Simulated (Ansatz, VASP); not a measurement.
# One calculation of MoW3, two programs

```
Mo W
1.0
     3.94395    0.00000    0.00000
     0.00000    3.94395    0.00000
     0.00000    0.00000    3.94395
Mo W
1 3
Cartesian
  0.0000 0.0000 0.0000
  0.0000 1.9720 1.9720
  1.9720 0.0000 1.9720
  1.9720 1.9720 0.0000
```

Alike in both runs: task single point; functional PBE; k mesh 4 × 4 × 4; occupations gaussian, width 0.1 eV; no spin polarisation.

|  | VASP | Ansatz |
| --- | --- | --- |
| version | VASP 6.6.1 | Ansatz 0.2.0 |
| potentials or method | VASP PAW PBE potentials, release 64 (Mo_sv, W_sv), cutoff 500 eV | scalar-relativistic, plane waves, PAW |
| valence electrons in the cell | 56 | 56 |

```csv
,VASP,Ansatz,Ansatz less VASP
gap on the k mesh at the Fermi level (eV),none,none,-
pressure (GPa),21.6,20.9,-0.75
```

A gap of «none» marks a metal or a gap that the smearing closes.

The k mesh is coarse, so the values compare programs but aren't converged. Neither program's run includes spin-orbit coupling.
